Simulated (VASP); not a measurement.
# C (Fd-3m) in VASP: notebook, part 2 of 2

VASP 6.6.1. The steps go on from the part before.

### Step 4. Single point, PBE

This run uses another cell than the first one, of 5.79 Å³/atom, 1.041 times its volume.

Input file INCAR:

```
PREC = Accurate
ENCUT = 520
EDIFF = 1E-7
ISMEAR = 1
SIGMA = 0.1
LREAL = False
LASPH = True
NELM = 100
ALGO = Normal
ISIF = 2
LWAVE = False
LCHARG = True
GGA = PE
LELF = True
LVHAR = True
NBANDS = 11
```

Input file KPOINTS:

```
Automatic mesh
0
Gamma
  10 10 10
```

Input file POSCAR:

```
C
1.0
    0.0000000000      1.7951807415      1.7951807415
    1.7951807415      0.0000000000      1.7951807415
    1.7951807415      1.7951807415      0.0000000000
C
2
Direct
    0.0000000000      0.0000000000      0.0000000000
    0.2500000000      0.2500000000      0.2500000000
```

Potentials or basis: VASP PAW PBE potentials, release 64 (C).

Run with:

```console
$ cat potpaw_PBE.64/C/POTCAR > POTCAR
$ mpirun -np 1 vasp_std > vasp.out
```

OUTCAR:

```text
PREC = Accurate
   ENCUT = 520
   EDIFF = 1E-7
   ISMEAR = 1
   LREAL = False
   LASPH = True
   NELM = 100
   ISIF = 2
   GGA = PE

 ion  position               nearest neighbor table
   1  0.000  0.000  0.000-   2 1.55   2 1.55   2 1.55   2 1.55
   2  0.250  0.250  0.250-   1 1.55   1 1.55   1 1.55   1 1.55

  LATTYP: Found a face centered cubic cell.
 ALAT       =     3.5903614830

  Lattice vectors:

 A1 = (   0.0000000000,   1.7951807415,   1.7951807415)
 A2 = (   1.7951807415,   0.0000000000,   1.7951807415)
 A3 = (   1.7951807415,   1.7951807415,   0.0000000000)

Analysis of symmetry for initial positions (statically):
=====================================================================
 Subroutine PRICEL returns:
 Original cell was already a primitive cell.

 Routine SETGRP: Setting up the symmetry group for a
 face centered cubic supercell.

 Subroutine GETGRP returns: Found 48 space group operations
 (whereof 24 operations were pure point group operations)
 out of a pool of 48 trial point group operations.

The static configuration has the point symmetry T_d .
 The point group associated with its full space group is O_h .

Analysis of symmetry for dynamics (positions and initial velocities):
=====================================================================
 Subroutine PRICEL returns:
 Original cell was already a primitive cell.

 Routine SETGRP: Setting up the symmetry group for a
 face centered cubic supercell.

 Subroutine GETGRP returns: Found 48 space group operations
 (whereof 24 operations were pure point group operations)
 out of a pool of 48 trial point group operations.

The dynamic configuration has the point symmetry T_d .
 The point group associated with its full space group is O_h .

 Subroutine INISYM returns: Found 48 space group operations
 (whereof 24 operations are pure point group operations),
 and found     1 'primitive' translations

----------------------------------------------------------------------------------------

                                     Primitive cell
[... 114 lines left out ...]
  Thomas-Fermi vector in A             =   2.565550
   LORBIT       =      0    0 simple, 1 ext, 2 COOP (PROOUT), +10 PAW based schemes
   GGA     = PE    functional components
   LHFCALC =     F    Hartree Fock is set to
   AEXX    =    0.0000 exact exchange contribution
   IVDW    =     0    specifies the selected vdW correction
   LEPSILON=     F    determine dielectric tensor
   LRPA    =     F    only Hartree local field effects (RPA)
 non-spin polarized calculation
 Methfessel and Paxton  Order N= 1 SIGMA  =   0.10
  energy-cutoff  :      520.00
  volume of cell :       11.57
 maximum number of plane-waves:       331
   NGX =  9   NGY =  9   NGZ =  9

 number of electron       8.0000000 magnetization

 Free energy of the ion-electron system (eV)
  ---------------------------------------------------
  ext. energy  EPLUGINS =         0.00000000
  ---------------------------------------------------
  free energy    TOTEN  =       -18.18287639 eV

  energy without entropy =      -18.18289378  energy(sigma->0) =      -18.18288218

 E-fermi :   9.5297     XC(G=0): -13.1517

 val. band max:        9.4455517375   @ k =   0.0000   0.0000   0.0000
 cond. band min:      13.5727952893   @ k =   0.4000   0.4000   0.0000
 fundamental gap:      4.1272435519
 Fermi energy:         9.5297393986

 k-point     1 :       0.0000    0.0000    0.0000
  band No.  band energies     occupation
      1     -11.7673      2.00000
      2       9.4456      2.00000
      3       9.4456      2.00000
      4       9.4456      2.00000
      5      14.9811      0.00000
      6      14.9811      0.00000
      7      14.9811      0.00000
      8      22.3267      0.00000
      9      28.4884      0.00000
     10      35.7640      0.00000
     11      35.7640      0.00000
[... 309 lines left out ...]
 k-point    24 :       0.4000    0.3000    0.0000
  band No.  band energies     occupation
      1      -7.2413      2.00000
      2       1.4627      2.00000
      3       3.5744      2.00000
      4       4.1920      2.00000
      5      14.1847      0.00000
      6      17.3849      0.00000
      7      23.2999      0.00000
      8      23.3384      0.00000
      9      30.7976      0.00000
     10      32.0396      0.00000
     11      39.9068      0.00000

 [... further k-points ...]
[... 5 lines left out ...]
  --------------------------------------------------------------------------------------
  -------------------------------------------------------------------------------------
  Total       -0.4340840     -0.4340840     -0.4340840      0.0000000     -0.0000000      0.0000000
  in kB      -60.1076647    -60.1076647    -60.1076647      0.0000000     -0.0000000      0.0000000
  external PRESSURE =     -60.1076647 kB  Pullay stress =       0.0000000 kB

 VOLUME and BASIS-vectors are now :
 -----------------------------------------------------------------------------
  energy-cutoff  :      520.00
  volume of cell :       11.57
      direct lattice vectors                 reciprocal lattice vectors
     0.000000000  1.795180742  1.795180742    -0.278523487  0.278523487  0.278523487
     1.795180742  0.000000000  1.795180742     0.278523487 -0.278523487  0.278523487
     1.795180742  1.795180742  0.000000000     0.278523487  0.278523487 -0.278523487

 POSITION                                       TOTAL-FORCE (eV/Angst)
 -----------------------------------------------------------------------------------
      0.00000      0.00000      0.00000         0.000000      0.000000      0.000000
      0.89759      0.89759      0.89759        -0.000000     -0.000000     -0.000000
 -----------------------------------------------------------------------------------
    total drift:                                0.000000      0.000000      0.000000

  FREE ENERGIE OF THE ION-ELECTRON SYSTEM (eV)
  ---------------------------------------------------
  free  energy   TOTEN  =       -18.1828763866 eV

  energy  without entropy=      -18.1828937804  energy(sigma->0) =      -18.18288218
```

Wall time 7.2 s (1 thread of AMD EPYC 7R43 (Zen 3), shared host); peak memory 0.08 GiB.

What came out:

```
Free energy            : -18.1829 eV
Pressure               : -6.0 GPa
Band gap on the k mesh : 4.13 eV, indirect (least direct gap 5.54 eV)
```

### Step 5. Single point, PBE

This run uses another cell than the first one, of 5.90 Å³/atom, 1.061 times its volume.

Input file INCAR:

```
SYSTEM = C
PREC = Accurate
ENCUT = 520
EDIFF = 1E-6
ISMEAR = 1
SIGMA = 0.1
LREAL = .False.
LASPH = .True.
NELM = 80
ALGO = Normal
ISIF = 2
LWAVE = .False.
LCHARG = .False.
GGA = PE
NBANDS = 11
```

Input file KPOINTS:

```
Automatic mesh
0
Gamma
  10 10 10
  0 0 0
```

Input file POSCAR:

```
C
1.0
    0.0000000000      1.8068380860      1.8068380860
    1.8068380860      0.0000000000      1.8068380860
    1.8068380860      1.8068380860      0.0000000000
C
2
Direct
    0.0000000000      0.0000000000      0.0000000000
    0.2500000000      0.2500000000      0.2500000000
```

Run with:

```console
$ cat potpaw_PBE.64/C/POTCAR > POTCAR
$ mpirun -np 1 vasp_std > vasp.out
```

Run time: 6.7 s. Hardware: 1 thread of AMD EPYC 7R43 (Zen 3), shared host; peak memory 0.08 GiB.

The run converged. Its results:

| Quantity | Value |
| --- | --- |
| Free energy | -18.1691 eV |
| Pressure | -13.7 GPa |
| Band gap on the k mesh | 4.09 eV, indirect (least direct gap 5.48 eV) |

Levels at points of the mesh, in eV from the valence-band top:
```
           k point  band 1  band 2  band 3  band 4  band 5  band 6  band 7  band 8
(0.00, 0.00, 0.00)  -20.96    0.00    0.00    0.00    5.48    5.48    5.48   12.44
(0.50, 0.00, 0.00)  -15.40  -12.95   -2.70   -2.70    8.29    8.29    8.32   15.33
(0.50, 0.50, 0.00)  -12.49  -12.49   -6.06   -6.06    4.68    4.68   16.22   16.22
```

### Step 6. Single point, PBE

This run uses another cell than the first one, of 6.01 Å³/atom, 1.082 times its volume.

Input file INCAR:

```
PREC = Accurate
ENCUT = 520
EDIFF = 1E-6
ISMEAR = 1
SIGMA = 0.1
LREAL = False
LASPH = True
NELM = 60
ALGO = Normal
ISIF = 2
LWAVE = False
LCHARG = False
GGA = PE
NBANDS = 11
```

Input file KPOINTS:

```
regular mesh
0
Gamma
  10 10 10
```

Input file POSCAR:

```
C
1.0
    0.0000000000      1.8183469191      1.8183469191
    1.8183469191      0.0000000000      1.8183469191
    1.8183469191      1.8183469191      0.0000000000
C
2
Direct
    0.0000000000      0.0000000000      0.0000000000
    0.2500000000      0.2500000000      0.2500000000
```

Potentials or basis: VASP PAW PBE potentials, release 64 (C).

Run with:

```console
$ cat potpaw_PBE.64/C/POTCAR > POTCAR
$ mpirun -np 1 vasp_std > vasp.out
```

Wall time 7 s (1 thread of AMD EPYC 7R43 (Zen 3), shared host); peak memory 0.08 GiB.

Results (log left out):

* Free energy: -18.1450 eV
* Pressure: -20.8 GPa
* Band gap on the k mesh: 4.05 eV, indirect (least direct gap 5.43 eV)

Levels at points of the mesh, in eV from the valence-band top:
| k point | band 1 | band 2 | band 3 | band 4 | band 5 | band 6 | band 7 | band 8 | band 9 |
| --- | --- | --- | --- | --- | --- | --- | --- | --- | --- |
| (0.00, 0.00, 0.00) | -20.71 | 0.00 | 0.00 | 0.00 | 5.43 | 5.43 | 5.43 | 12.02 | 18.57 |
| (0.50, 0.00, 0.00) | -15.26 | -12.74 | -2.65 | -2.65 | 8.07 | 8.21 | 8.21 | 15.15 | 21.08 |
| (0.50, 0.50, 0.00) | -12.36 | -12.36 | -5.95 | -5.95 | 4.64 | 4.64 | 15.94 | 15.94 | 22.18 |

### Step 7. Overview

```csv
cell,gap on the mesh (eV),pressure (GPa)
"a = 2.505 Å, angles 60.0°, 2 atoms",4.21,11.8
"a = 2.522 Å, angles 60.0°, 2 atoms",4.17,2.5
"a = 2.539 Å, angles 60.0°, 2 atoms",4.13,-6.0
"a = 2.555 Å, angles 60.0°, 2 atoms",4.09,-13.7
"a = 2.572 Å, angles 60.0°, 2 atoms",4.05,-20.8
```

Alike in all rows: task single point; level PBE; potentials or basis VASP PAW PBE potentials, release 64 (C); no spin polarisation; k mesh 10 × 10 × 10; cutoff (eV) 520; smearing methfessel-paxton 0.1 eV.

Absolute energies hang on the potentials; compare differences alone.
